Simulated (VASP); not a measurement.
# V (P6_3/mmc) in VASP: further runs

V is run at these levels: LDA; tasks: single point.

All numbers are computed with VASP 6.6.1; they aren't measurements. Logs are shortened: lines on timing, memory, paths and dates and some standing lists are left out, and cuts for length are marked.

## (1) The cell of the first run

Symmetry: P6_3/mmc, No. 194, hexagonal system. The conventional cell has a = 2.223 Å, b = 2.223 Å, c = 4.097 Å, α = 90.00°, β = 90.00°, γ = 120.00°. Within 2.9 Å of V (site symmetry -6m2) lie 12 V at 2.22 to 2.42 Å.

## (2) Single point, LDA (volume scaled by 0.68)

Contents of INCAR:

```
PREC     = Accurate       # precision mode
ENCUT    = 520            # plane-wave cutoff, eV
EDIFF    = 1E-7           # SCF threshold, eV
ISMEAR   = -1             # smearing method
SIGMA    = 0.08           # smearing width, eV
LREAL    = False          # projectors in reciprocal space
LASPH    = True           # aspherical terms in the spheres
NELM     = 100            # most SCF steps
ALGO     = Normal         # electronic algorithm
ISIF     = 2              # what is computed and relaxed
LWAVE    = False          # write WAVECAR
LCHARG   = False          # write CHGCAR
NBANDS   = 20             # bands
```

Contents of KPOINTS:

```
regular mesh
0
Gamma
  18 18 10
```

Contents of POSCAR:

```
V
1.0
    2.2233973548      0.0000000000      0.0000000000
   -1.1116986774      1.9255185919      0.0000000000
    0.0000000000      0.0000000000      4.0971677668
V
2
Direct
    0.3333333333      0.6666666667      0.2500000000
    0.6666666667      0.3333333333      0.7500000000
```

Potentials or basis: VASP PAW LDA potentials, release 64 (V_sv).

Run with:

```bash
cat potpaw_LDA.64/V_sv/POTCAR > POTCAR
mpirun -np 1 vasp_std > vasp.out
```

OUTCAR:

```text
PREC = Accurate
   ENCUT = 520
   EDIFF = 1E-7
   ISMEAR = -1
   LREAL = False
   LASPH = True
   NELM = 100
   ISIF = 2

 ion  position               nearest neighbor table
   1  0.333  0.667  0.250-   2 2.42   2 2.42   2 2.42   2 2.42   2 2.42   2 2.42
   2  0.667  0.333  0.750-   1 2.42   1 2.42   1 2.42   1 2.42   1 2.42   1 2.42

  LATTYP: Found a hexagonal cell.
 ALAT       =     2.2233973548
 C/A-ratio  =     1.8427510305

  Lattice vectors:

 A1 = (   2.2233973548,   0.0000000000,   0.0000000000)
 A2 = (  -1.1116986774,   1.9255185919,   0.0000000000)
 A3 = (   0.0000000000,   0.0000000000,   4.0971677668)

Analysis of symmetry for initial positions (statically):
=====================================================================
 Subroutine PRICEL returns:
 Original cell was already a primitive cell.

 Routine SETGRP: Setting up the symmetry group for a
 hexagonal supercell.

 Subroutine GETGRP returns: Found 24 space group operations
 (whereof 12 operations were pure point group operations)
 out of a pool of 24 trial point group operations.

The static configuration has the point symmetry D_3d.
 The point group associated with its full space group is D_6h.

Analysis of symmetry for dynamics (positions and initial velocities):
=====================================================================
 Subroutine PRICEL returns:
 Original cell was already a primitive cell.

 Routine SETGRP: Setting up the symmetry group for a
 hexagonal supercell.

 Subroutine GETGRP returns: Found 24 space group operations
 (whereof 12 operations were pure point group operations)
 out of a pool of 24 trial point group operations.

The dynamic configuration has the point symmetry D_3d.
 The point group associated with its full space group is D_6h.

 Subroutine INISYM returns: Found 24 space group operations
 (whereof 12 operations are pure point group operations),
 and found     1 'primitive' translations

----------------------------------------------------------------------------------------

                                     Primitive cell

  volume of cell :      17.5408

  direct lattice vectors                    reciprocal lattice vectors
     2.223397355  0.000000000  0.000000000     0.449762161  0.259670305  0.000000000
    -1.111698677  1.925518592  0.000000000     0.000000000  0.519340610  0.000000000
     0.000000000  0.000000000  4.097167767     0.000000000  0.000000000  0.244071041

  length of vectors
     2.223397355  2.223397355  4.097167767     0.519340610  0.519340610  0.244071041

  position of ions in fractional coordinates (direct lattice)
     0.333333333  0.666666667  0.250000000
     0.666666667  0.333333333  0.750000000

  ion indices of the primitive-cell ions
   primitive index   ion index
                 1           1
                 2           2

----------------------------------------------------------------------------------------

 KPOINTS: regular mesh

Automatic generation of k-mesh.
 Grid dimensions read from file:
 generate k-points for:   18   18   10

 Generating k-lattice:

  Cartesian coordinates                     Fractional coordinates (reciprocal lattice)
     0.024986787  0.014426128  0.000000000     0.055555556  0.000000000  0.000000000
     0.000000000  0.028852256  0.000000000     0.000000000  0.055555556  0.000000000
     0.000000000  0.000000000  0.024407104     0.000000000  0.000000000  0.100000000

  Length of vectors
     0.028852256  0.028852256  0.024407104

  Shift w.r.t. Gamma in fractional coordinates (k-lattice)
     0.000000000  0.000000000  0.000000000

 Subroutine IBZKPT returns following result:
 ===========================================

 Found    222 irreducible k-points:

 Following reciprocal coordinates:
            Coordinates               Weight
  0.000000  0.000000  0.000000      1.000000
  0.055556 -0.000000  0.000000      6.000000
  0.111111 -0.000000  0.000000      6.000000
  0.166667  0.000000  0.000000      6.000000
  0.222222  0.000000  0.000000      6.000000
  0.277778 -0.000000  0.000000      6.000000
[... 16 lines left out ...]
  0.333333  0.111111  0.000000     12.000000
  0.388889  0.111111  0.000000     12.000000
 [... further k-points ...]
   k-points           NKPTS =    222   k-points in BZ     NKDIM =    222   number of bands    NBANDS=     20
   number of dos      NEDOS =    301   number of ions     NIONS =      2
   total plane-waves  NPLWV =   9720
   dimension x,y,z NGX =    18 NGY =   18 NGZ =   30
   dimension x,y,z NGXF=    36 NGYF=   36 NGZF=   60
   ions per type =               2
   NGX,Y,Z   is equivalent  to a cutoff of  13.46, 13.46, 12.17 a.u.
   NGXF,Y,Z  is equivalent  to a cutoff of  26.92, 26.92, 24.35 a.u.
 SYSTEM =  unknown system
   PREC   = accura    normal or accurate (medium, high low for compatibility)
   ISTART =      0    job   : 0-new  1-cont  2-samecut
   ICHARG =      2    charge: 1-file 2-atom 10-const
   ISPIN  =      1    spin polarized calculation?
   LNONCOLLINEAR =      F non collinear calculations
   LSORBIT =      F    spin-orbit coupling
   LASPH  =      T    aspherical Exc in radial PAW
   ENCUT  =  520.0 eV  38.22 Ry    6.18 a.u.   4.13  4.13  7.62*2*pi/ulx,y,z
   NELM   =    100;   NELMIN=  2; NELMDL= -5     # of ELM steps
   EDIFF  = 0.1E-06   stopping-criterion for ELM
   LREAL  =      F    real-space projection
   EDIFFG = 0.1E-05   stopping-criterion for IOM
   NSW    =      0    number of steps for IOM
   IBRION =     -1    ionic relax: 0-MD 1-quasi-New 2-CG
   NFREE  =      0    steps in history (QN), initial steepest desc. (CG)
   ISIF   =      2    stress and relaxation
   ISYM   =      2    0-nonsym 1-usesym 2-fastsym
   POTIM  = 0.5000    time-step for ionic-motion
   TEBEG  =    0.0;   TEEND  =   0.0 temperature during run
   PSTRESS=    0.0 pullay stress
   NELECT =      26.0000    total number of electrons
   NUPDOWN=      -1.0000    fix difference up-down
   EMIN   =  10.00;   EMAX   =-10.00  energy-range for DOS
   EFERMI =   0.00;   METHOD = LEGACY
   ISMEAR =    -1;   SIGMA  =   0.08  broadening in eV -4-tet -1-fermi 0-gaus
   EFERMI_NEDOS =   21; number of points for ismear=-14 and -15
   IALGO  =     38    algorithm
   IMIX   =      4    mixing-type and parameters
     AMIX     =   0.40;   BMIX     =  1.00
     AMIX_MAG =   1.60;   BMIX_MAG =  1.00
  volume/ion in A,a.u.               =       8.77        59.19
  Fermi-wavevector in a.u.,A,eV,Ry     =   1.866594  3.527350 47.405032  3.484172
  Thomas-Fermi vector in A             =   2.913257
   LORBIT       =      0    0 simple, 1 ext, 2 COOP (PROOUT), +10 PAW based schemes
   GGA     = CA    functional components
   LHFCALC =     F    Hartree Fock is set to
   AEXX    =    0.0000 exact exchange contribution
   IVDW    =     0    specifies the selected vdW correction
   LEPSILON=     F    determine dielectric tensor
   LRPA    =     F    only Hartree local field effects (RPA)
 non-spin polarized calculation
  energy-cutoff  :      520.00
  volume of cell :       17.54
 maximum number of plane-waves:       488
 NGX is ok and might be reduce to    18
   NGX =  9   NGY =  9   NGZ = 15

 number of electron      25.9999984 magnetization

 Free energy of the ion-electron system (eV)
  ---------------------------------------------------
  ext. energy  EPLUGINS =         0.00000000
  ---------------------------------------------------
  free energy    TOTEN  =       -16.36842759 eV

  energy without entropy =      -16.32370586  energy(sigma->0) =      -16.34606673

 E-fermi :  16.5402     XC(G=0): -15.7447

 val. band max:       16.5388092809   @ k =   0.2778   0.1111   0.1000
 cond. band min:      16.5411813414   @ k =   0.3333   0.0000   0.1000
 fundamental gap:      0.0023720605
 Fermi energy:        16.5401597213

 k-point     1 :       0.0000    0.0000    0.0000
  band No.  band energies     occupation
      1     -47.0790      2.00000
      2     -46.4537      2.00000
      3     -22.2637      2.00000
      4     -19.6558      2.00000
      5     -19.1756      2.00000
      6     -19.1756      2.00000
[... 12 lines left out ...]
     19      21.3301      0.00000
     20      21.3301      0.00000

 k-point     2 :       0.0556   -0.0000    0.0000
  band No.  band energies     occupation
      1     -47.0495      2.00000
      2     -46.4317      2.00000
      3     -22.2292      2.00000
      4     -19.6554      2.00000
      5     -19.2845      2.00000
      6     -19.2037      2.00000
[... 12 lines left out ...]
     19      21.3642      0.00000
     20      21.9222      0.00000

 k-point     3 :       0.1111   -0.0000    0.0000
  band No.  band energies     occupation
      1     -46.9636      2.00000
      2     -46.3681      2.00000
      3     -22.1280      2.00000
      4     -19.6557      2.00000
      5     -19.5960      2.00000
      6     -19.3930      2.00000
[... 12 lines left out ...]
     19      21.4370      0.00000
     20      23.1347      0.00000

 k-point     4 :       0.1667    0.0000    0.0000
  band No.  band energies     occupation
      1     -46.8288      2.00000
      2     -46.2703      2.00000
      3     -21.9670      2.00000
      4     -20.0669      2.00000
      5     -19.8478      2.00000
      6     -19.6608      2.00000
[... 12 lines left out ...]
     19      21.5014      0.00000
     20      24.5224      0.00000

 k-point     5 :       0.2222    0.0000    0.0000
  band No.  band energies     occupation
      1     -46.6574      2.00000
      2     -46.1500      2.00000
      3     -21.7575      2.00000
      4     -20.6338      2.00000
      5     -20.3859      2.00000
      6     -19.6766      2.00000
[... 12 lines left out ...]
     19      21.5341      0.00000
     20      25.9530      0.00000
[... 353 lines left out ...]
      6     -19.8226      2.00000
[... 12 lines left out ...]
     19      21.2832      0.00000
     20      27.9745      0.00000

 k-point    22 :       0.2778    0.1111    0.0000
  band No.  band energies     occupation
      1     -46.2250      2.00000
      2     -45.8759      2.00000
      3     -21.7248      2.00000
      4     -21.4631      2.00000
      5     -21.1902      2.00000
      6     -20.0056      2.00000
[... 12 lines left out ...]
     19      22.5803      0.00000
     20      29.3327      0.00000

 k-point    23 :       0.3333    0.1111    0.0000
  band No.  band energies     occupation
      1     -46.0655      2.00000
      2     -45.7937      2.00000
      3     -22.1183      2.00000
      4     -21.7966      2.00000
      5     -20.9545      2.00000
      6     -20.1519      2.00000
[... 12 lines left out ...]
     19      23.8645      0.00000
     20      30.3519      0.00000

 k-point    24 :       0.3889    0.1111    0.0000
  band No.  band energies     occupation
      1     -45.9513      2.00000
      2     -45.7474      2.00000
      3     -22.3726      2.00000
      4     -22.0132      2.00000
      5     -20.7670      2.00000
      6     -20.2457      2.00000
[... 12 lines left out ...]
     19      25.0298      0.00000
     20      29.2621      0.00000

 [... further k-points ...]

------------------------ aborting loop because EDIFF is reached ----------------------------------------

  FORCE on cell =-STRESS in cart. coord.  units (eV):
  Direction    XX          YY          ZZ          XY          YZ          ZX
  --------------------------------------------------------------------------------------
  -------------------------------------------------------------------------------------
  Total       17.1711422     17.1711422     16.9233010      0.0000000      0.0000000      0.0000000
  in kB     1568.4158325   1568.4158324   1545.7779663      0.0000000      0.0000000      0.0000000
  external PRESSURE =    1560.8698771 kB  Pullay stress =       0.0000000 kB

 VOLUME and BASIS-vectors are now :
 -----------------------------------------------------------------------------
  energy-cutoff  :      520.00
  volume of cell :       17.54
      direct lattice vectors                 reciprocal lattice vectors
     2.223397355  0.000000000  0.000000000     0.449762161  0.259670305  0.000000000
    -1.111698677  1.925518592  0.000000000     0.000000000  0.519340610  0.000000000
     0.000000000  0.000000000  4.097167767     0.000000000  0.000000000  0.244071041

 POSITION                                       TOTAL-FORCE (eV/Angst)
 -----------------------------------------------------------------------------------
     -0.00000      1.28368      1.02429        -0.000000      0.000000      0.000000
      1.11170      0.64184      3.07288         0.000000     -0.000000      0.000000
 -----------------------------------------------------------------------------------
    total drift:                                0.000000     -0.000000      0.000000

  FREE ENERGIE OF THE ION-ELECTRON SYSTEM (eV)
  ---------------------------------------------------
  free  energy   TOTEN  =       -16.3684275935 eV

  energy  without entropy=      -16.3237058628  energy(sigma->0) =      -16.34606673
```

It took 74 s on 1 thread of Intel Xeon Platinum 8488C (Sapphire Rapids), shared host; peak memory 0.17 GiB.

What came out:

```
Free energy            : -16.3684 eV
Pressure               : 156.1 GPa
Band gap on the k mesh : zero (band 13 reaches 19.08 eV, above the bottom of band 14 at 15.30 eV)
```

Stress tensor (GPa, compression positive):
```
156.84   0.00   0.00
  0.00 156.84   0.00
  0.00   0.00 154.58
```

Caveat: the cell differs from its parent crystal (volume scaled by 0.68).

## (3) Single point, LDA

This run uses another cell than the first one, of 10.06 Å³/atom, 1.147 times its volume.

Contents of INCAR:

```
PREC = Accurate ; ENCUT = 520
EDIFF = 1E-7 ; ISMEAR = -1
SIGMA = 0.08 ; LREAL = F
LASPH = T ; NELM = 80
ALGO = Normal ; ISIF = 2
LWAVE = F ; LCHARG = F
NBANDS = 20
```

KPOINTS is that of step 2.

Contents of POSCAR:

```
V
1.0
    2.3306536618      0.0000000000      0.0000000000
   -1.1653268309      2.0184052786      0.0000000000
    0.0000000000      0.0000000000      4.2770873855
V
2
Direct
    0.3333333333      0.6666666667      0.2500000000
    0.6666666667      0.3333333333      0.7500000000
```

Potentials or basis: VASP PAW LDA potentials, release 64 (V_sv).

Run with:

```bash
cat potpaw_LDA.64/V_sv/POTCAR > POTCAR
mpirun -np 1 vasp_std > vasp.out
```

Run time: 67 s. Hardware: 1 thread of Intel Xeon Platinum 8488C (Sapphire Rapids), shared host; peak memory 0.17 GiB.

It converged, with:

```yaml
Free_energy: -18.2109 eV
Pressure: 79.1 GPa
Band_gap_on_the_k_mesh: zero (band 13 reaches 16.37 eV, above the bottom of band 14 at 13.14 eV)
```

Stress tensor (GPa, compression positive):
```
79.37  0.00  0.00
 0.00 79.37  0.00
 0.00  0.00 78.49
```

Levels at points of the mesh, in eV from the Fermi level:
| k point | band 10 | band 11 | band 12 | band 13 | band 14 | band 15 | band 16 | band 17 |
| --- | --- | --- | --- | --- | --- | --- | --- | --- |
| (0.00, 0.00, 0.00) | -4.26 | -1.25 | 0.21 | 0.21 | 0.69 | 0.69 | 0.70 | 2.58 |
| (0.50, 0.00, 0.00) | -4.34 | -3.81 | -0.79 | 0.42 | 0.57 | 0.65 | 4.27 | 5.27 |
| (0.00, 0.00, 0.50) | -5.07 | -1.61 | -1.61 | 0.28 | 0.28 | 0.28 | 0.28 | 3.60 |
| (0.50, 0.00, 0.50) | -4.74 | -3.01 | -3.01 | 2.23 | 2.23 | 2.81 | 2.81 | 5.36 |
